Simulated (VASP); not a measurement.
# Sr (P6_3/mmc) in VASP: notebook, part 2 of 2

VASP 6.6.1. The steps go on from the part before.

### 3 Single point, PBEsol

File INCAR:

```
SYSTEM = Sr
PREC = Accurate ; ENCUT = 520
EDIFF = 1E-7 ; ISMEAR = -1
SIGMA = 0.08 ; LREAL = .FALSE.
LASPH = .TRUE. ; NELM = 60
ALGO = Normal ; ISIF = 2
LWAVE = .FALSE. ; LCHARG = .FALSE.
GGA = PS ; NBANDS = 17
```

File KPOINTS:

```
regular mesh
0
G
  14 14 8
  0 0 0
```

File POSCAR:

```
Sr
1.0
    3.2036518283      0.0000000000      0.0000000000
   -1.6018259141      2.7744438682      0.0000000000
    0.0000000000      0.0000000000      4.7532356456
Sr
2
Direct
    0.3333333333      0.6666666667      0.2500000000
    0.6666666667      0.3333333333      0.7500000000
```

Potentials or basis: VASP PAW PBE potentials, release 64 (Sr_sv).

On the command line:

```bash
> cat potpaw_PBE.64/Sr_sv/POTCAR > POTCAR
> mpirun -np 1 vasp_std > vasp.out
```

OUTCAR:

```text
SYSTEM = Sr
   PREC = Accurate
   ENCUT = 520
   EDIFF = 1E-7
   ISMEAR = -1
   LREAL = .FALSE.
   LASPH = .TRUE.
   NELM = 60
   ISIF = 2
   GGA = PS

 ion  position               nearest neighbor table
   1  0.333  0.667  0.250-   2 3.01   2 3.01   2 3.01   2 3.01   2 3.01   2 3.01   2 4.40   2 4.40
                             2 4.40   2 4.40   2 4.40   2 4.40
   2  0.667  0.333  0.750-   1 3.01   1 3.01   1 3.01   1 3.01   1 3.01   1 3.01   1 4.40   1 4.40
                             1 4.40   1 4.40   1 4.40   1 4.40

  LATTYP: Found a hexagonal cell.
 ALAT       =     3.2036518283
 C/A-ratio  =     1.4836929543

  Lattice vectors:

 A1 = (   3.2036518283,   0.0000000000,   0.0000000000)
 A2 = (  -1.6018259141,   2.7744438682,   0.0000000000)
 A3 = (   0.0000000000,   0.0000000000,   4.7532356456)

Analysis of symmetry for initial positions (statically):
=====================================================================
 Subroutine PRICEL returns:
 Original cell was already a primitive cell.

 Routine SETGRP: Setting up the symmetry group for a
 hexagonal supercell.

 Subroutine GETGRP returns: Found 24 space group operations
 (whereof 12 operations were pure point group operations)
 out of a pool of 24 trial point group operations.

The static configuration has the point symmetry D_3d.
 The point group associated with its full space group is D_6h.

Analysis of symmetry for dynamics (positions and initial velocities):
=====================================================================
 Subroutine PRICEL returns:
 Original cell was already a primitive cell.

 Routine SETGRP: Setting up the symmetry group for a
 hexagonal supercell.

 Subroutine GETGRP returns: Found 24 space group operations
 (whereof 12 operations were pure point group operations)
 out of a pool of 24 trial point group operations.

The dynamic configuration has the point symmetry D_3d.
 The point group associated with its full space group is D_6h.

 Subroutine INISYM returns: Found 24 space group operations
 (whereof 12 operations are pure point group operations),
 and found     1 'primitive' translations

----------------------------------------------------------------------------------------

                                     Primitive cell

  volume of cell :      42.2484

  direct lattice vectors                    reciprocal lattice vectors
     3.203651828  0.000000000  0.000000000     0.312143783  0.180216297  0.000000000
    -1.601825914  2.774443868  0.000000000     0.000000000  0.360432594  0.000000000
     0.000000000  0.000000000  4.753235646     0.000000000  0.000000000  0.210383005

  length of vectors
     3.203651828  3.203651828  4.753235646     0.360432594  0.360432594  0.210383005

  position of ions in fractional coordinates (direct lattice)
     0.333333333  0.666666667  0.250000000
     0.666666667  0.333333333  0.750000000

  ion indices of the primitive-cell ions
   primitive index   ion index
                 1           1
                 2           2

----------------------------------------------------------------------------------------

 KPOINTS: regular mesh

Automatic generation of k-mesh.
 Grid dimensions read from file:
 generate k-points for:   14   14    8

 Generating k-lattice:

  Cartesian coordinates                     Fractional coordinates (reciprocal lattice)
     0.022295984  0.012872593  0.000000000     0.071428571  0.000000000  0.000000000
     0.000000000  0.025745185  0.000000000     0.000000000  0.071428571  0.000000000
     0.000000000  0.000000000  0.026297876     0.000000000  0.000000000  0.125000000

  Length of vectors
     0.025745185  0.025745185  0.026297876

  Shift w.r.t. Gamma in fractional coordinates (k-lattice)
     0.000000000  0.000000000  0.000000000

 Subroutine IBZKPT returns following result:
 ===========================================

 Found    120 irreducible k-points:

 Following reciprocal coordinates:
            Coordinates               Weight
  0.000000  0.000000  0.000000      1.000000
  0.071429  0.000000  0.000000      6.000000
  0.142857  0.000000  0.000000      6.000000
  0.214286  0.000000  0.000000      6.000000
  0.285714  0.000000  0.000000      6.000000
  0.357143  0.000000  0.000000      6.000000
[... 16 lines left out ...]
  0.285714  0.285714  0.000000      6.000000
  0.357143  0.285714  0.000000      6.000000
 [... further k-points ...]
   k-points           NKPTS =    120   k-points in BZ     NKDIM =    120   number of bands    NBANDS=     17
   number of dos      NEDOS =    301   number of ions     NIONS =      2
   total plane-waves  NPLWV =  20736
   dimension x,y,z NGX =    24 NGY =   24 NGZ =   36
   dimension x,y,z NGXF=    48 NGYF=   48 NGZF=   72
   ions per type =               2
   NGX,Y,Z   is equivalent  to a cutoff of  12.45, 12.45, 12.59 a.u.
   NGXF,Y,Z  is equivalent  to a cutoff of  24.91, 24.91, 25.18 a.u.
 SYSTEM =  Sr
   PREC   = accura    normal or accurate (medium, high low for compatibility)
   ISTART =      0    job   : 0-new  1-cont  2-samecut
   ICHARG =      2    charge: 1-file 2-atom 10-const
   ISPIN  =      1    spin polarized calculation?
   LNONCOLLINEAR =      F non collinear calculations
   LSORBIT =      F    spin-orbit coupling
   LASPH  =      T    aspherical Exc in radial PAW
   ENCUT  =  520.0 eV  38.22 Ry    6.18 a.u.   5.96  5.96  8.84*2*pi/ulx,y,z
   NELM   =     60;   NELMIN=  2; NELMDL= -5     # of ELM steps
   EDIFF  = 0.1E-06   stopping-criterion for ELM
   LREAL  =      F    real-space projection
   EDIFFG = 0.1E-05   stopping-criterion for IOM
   NSW    =      0    number of steps for IOM
   IBRION =     -1    ionic relax: 0-MD 1-quasi-New 2-CG
   NFREE  =      0    steps in history (QN), initial steepest desc. (CG)
   ISIF   =      2    stress and relaxation
   ISYM   =      2    0-nonsym 1-usesym 2-fastsym
   POTIM  = 0.5000    time-step for ionic-motion
   TEBEG  =    0.0;   TEEND  =   0.0 temperature during run
   PSTRESS=    0.0 pullay stress
   NELECT =      20.0000    total number of electrons
   NUPDOWN=      -1.0000    fix difference up-down
   EMIN   =  10.00;   EMAX   =-10.00  energy-range for DOS
   EFERMI =   0.00;   METHOD = LEGACY
   ISMEAR =    -1;   SIGMA  =   0.08  broadening in eV -4-tet -1-fermi 0-gaus
   EFERMI_NEDOS =   21; number of points for ismear=-14 and -15
   IALGO  =     38    algorithm
   IMIX   =      4    mixing-type and parameters
     AMIX     =   0.40;   BMIX     =  1.00
     AMIX_MAG =   1.60;   BMIX_MAG =  1.00
  volume/ion in A,a.u.               =      21.12       142.55
  Fermi-wavevector in a.u.,A,eV,Ry     =   1.275894  2.411090 22.149003  1.627906
  Thomas-Fermi vector in A             =   2.408581
   LORBIT       =      0    0 simple, 1 ext, 2 COOP (PROOUT), +10 PAW based schemes
   GGA     = PS    functional components
   LHFCALC =     F    Hartree Fock is set to
   AEXX    =    0.0000 exact exchange contribution
   IVDW    =     0    specifies the selected vdW correction
   LEPSILON=     F    determine dielectric tensor
   LRPA    =     F    only Hartree local field effects (RPA)
 non-spin polarized calculation
  energy-cutoff  :      520.00
  volume of cell :       42.25
 maximum number of plane-waves:      1164
 NGX is ok and might be reduce to    24

 number of electron      20.0000000 magnetization

 Free energy of the ion-electron system (eV)
  ---------------------------------------------------
  ext. energy  EPLUGINS =         0.00000000
  ---------------------------------------------------
  free energy    TOTEN  =         0.42627481 eV

  energy without entropy =        0.44843197  energy(sigma->0) =        0.43735339

 E-fermi :   6.1495     XC(G=0): -11.1469

 val. band max:        6.1395409308   @ k =   0.2143   0.2143   0.1250
 cond. band min:       6.1993411464   @ k =   0.2857   0.0714   0.0000
 fundamental gap:      0.0598002156
 Fermi energy:         6.1495111979

 k-point     1 :       0.0000    0.0000    0.0000
  band No.  band energies     occupation
      1     -29.8435      2.00000
      2     -28.9575      2.00000
      3     -13.5324      2.00000
      4     -10.7963      2.00000
      5     -10.7963      2.00000
      6     -10.2079      2.00000
[... 9 lines left out ...]
     16      10.6289      0.00000
     17      10.6289      0.00000
[... 441 lines left out ...]
 k-point    24 :       0.3571    0.2857    0.0000
  band No.  band energies     occupation
      1     -29.0836      2.00000
      2     -29.0098      2.00000
      3     -12.6390      2.00000
      4     -11.9953      2.00000
      5     -11.9497      2.00000
      6     -11.6978      2.00000
[... 9 lines left out ...]
     16      15.0067      0.00000
     17      15.5738      0.00000

 [... further k-points ...]
[... 5 lines left out ...]
  --------------------------------------------------------------------------------------
  -------------------------------------------------------------------------------------
  Total        9.6990909      9.6990909      9.7596352      0.0000000      0.0000000     -0.0000000
  in kB      367.8163348    367.8163348    370.1123430      0.0000000      0.0000000     -0.0000000
  external PRESSURE =     368.5816709 kB  Pullay stress =       0.0000000 kB

 VOLUME and BASIS-vectors are now :
 -----------------------------------------------------------------------------
  energy-cutoff  :      520.00
  volume of cell :       42.25
      direct lattice vectors                 reciprocal lattice vectors
     3.203651828  0.000000000  0.000000000     0.312143783  0.180216297  0.000000000
    -1.601825914  2.774443868  0.000000000     0.000000000  0.360432594  0.000000000
     0.000000000  0.000000000  4.753235646     0.000000000  0.000000000  0.210383005

 POSITION                                       TOTAL-FORCE (eV/Angst)
 -----------------------------------------------------------------------------------
     -0.00000      1.84963      1.18831        -0.000000      0.000000      0.000000
      1.60183      0.92481      3.56493         0.000000     -0.000000      0.000000
 -----------------------------------------------------------------------------------
    total drift:                               -0.000000      0.000000     -0.000000

  FREE ENERGIE OF THE ION-ELECTRON SYSTEM (eV)
  ---------------------------------------------------
  free  energy   TOTEN  =         0.4262748131 eV

  energy  without entropy=        0.4484319721  energy(sigma->0) =        0.43735339
```

Wall time 82 s (1 thread of AMD EPYC 7R43 (Zen 3), shared host); peak memory 0.17 GiB.

Results:

* Free energy: 0.4263 eV
* Pressure: 36.9 GPa
* Band gap on the k mesh: zero (bands 10 and 11 overlap by 1.12 eV)

Levels at points of the mesh, in eV from the Fermi level:
```csv
k point,band 6,band 7,band 8,band 9,band 10,band 11,band 12,band 13,band 14,band 15
"(0.00, 0.00, 0.00)",-16.36,-16.36,-16.06,-3.63,-2.18,2.71,2.71,4.20,4.21,4.21
"(0.50, 0.00, 0.00)",-17.62,-17.16,-16.56,-2.12,-0.86,-0.66,2.06,2.90,4.42,4.95
"(0.00, 0.00, 0.50)",-16.66,-16.66,-16.66,-1.64,-1.64,2.47,2.47,2.47,2.47,2.75
"(0.50, 0.00, 0.50)",-17.13,-16.89,-16.89,-1.79,-1.79,0.61,0.61,4.92,4.92,5.18
```

Caveat: the cell stands under pressure; the PAW data sets were made with another functional, which shifts forces and pressure a little.

### 4 Single point, PBEsol

This run uses another cell than the first one: it holds 4 atoms, not 2.

File INCAR:

```
  PREC = Accurate
  ENCUT = 520
  EDIFF = 1E-6
  ISMEAR = -1
  SIGMA = 0.08
  LREAL = F
  LASPH = T
  NELM = 60
  ALGO = Normal
  ISIF = 2
  LWAVE = F
  LCHARG = F
  GGA = PS
  NBANDS = 28
```

File KPOINTS:

```
Automatic mesh
0
Gamma
  12 12 3
```

File POSCAR:

```
Sr
1.0
    3.1326548472      0.0000000000      0.0000000000
   -1.5663274236      2.7129586790      0.0000000000
    0.0000000000      0.0000000000     10.0901735376
Sr
4
Direct
    0.0000000000      0.0000000000      0.0000000000
    0.0000000000      0.0000000000      0.5000000000
    0.3333333333      0.6666666667      0.2500000000
    0.6666666667      0.3333333333      0.7500000000
```

On the command line:

```bash
> cat potpaw_PBE.64/Sr_sv/POTCAR > POTCAR
> mpirun -np 1 vasp_std > vasp.out
```

It took 1.7 min on 1 thread of AMD EPYC 7R43 (Zen 3), shared host; peak memory 0.2 GiB.

It converged, with:

```
Free energy            : 0.7399 eV
Pressure               : 36.7 GPa
Band gap on the k mesh : zero (bands 20 and 21 overlap by 1.32 eV)
```

Levels at points of the mesh, in eV from the Fermi level:
```csv
k point,band 17,band 18,band 19,band 20,band 21,band 22,band 23,band 24
"(0.00, 0.00, 0.00)",-3.56,-1.70,-1.64,-1.60,2.30,2.37,2.86,2.86
"(0.50, 0.00, 0.00)",-2.28,-2.03,-1.49,-0.71,-0.04,0.57,0.63,1.94
```

Caveat: the cell stands under pressure; the PAW data sets were made with another functional, which shifts forces and pressure a little.
